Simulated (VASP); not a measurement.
Set up this calculation in VASP 6.6.1, as the native input.

```
Task                   : single point
Functional             : PBE
Potentials or basis    : VASP PAW PBE potentials, release 64 (In_d)
Cutoff                 : 520 eV
k mesh                 : 13 × 13 × 13
Occupations            : fermi-dirac, width 0.08 eV
Spin                   : no spin polarisation
Dipole correction      : no
Further INCAR settings : ALGO = Normal; EDIFF = 1e-06; NBANDS = 20
```

The structure of In lies in POSCAR:

```
In
1.0
    0.0000000000      2.5646850497      2.5646850497
    2.5646850497      0.0000000000      2.5646850497
    2.5646850497      2.5646850497      0.0000000000
In
2
Direct
   -0.1250000000     -0.1250000000     -0.1250000000
    0.1250000000      0.1250000000      0.1250000000
```

The input as run:

INCAR

```
  PREC = Accurate
  ENCUT = 520
  EDIFF = 1E-6
  ISMEAR = -1
  SIGMA = 0.08
  LREAL = F
  LASPH = T
  NELM = 80
  ALGO = Normal
  ISIF = 2
  LWAVE = F
  LCHARG = F
  GGA = PE
  NBANDS = 20
```

KPOINTS

```
Automatic mesh
0
Gamma
  13 13 13
```

Potentials or basis: VASP PAW PBE potentials, release 64 (In_d).

Run with:

```bash
$ cat potpaw_PBE.64/In_d/POTCAR > POTCAR
$ mpirun -np 1 vasp_std > vasp.out
```

Results of the run:

* Pressure: 140.9 GPa
* Band gap on the k mesh: zero (band 13 reaches 19.40 eV, above the bottom of band 14 at 10.72 eV)

Caveat: spin-orbit coupling is left out, which moves the levels of the heavy elements.

Wall time 48 s on 1 thread of Intel Xeon 6975P-C, on a shared host, peak memory 0.18 GiB.
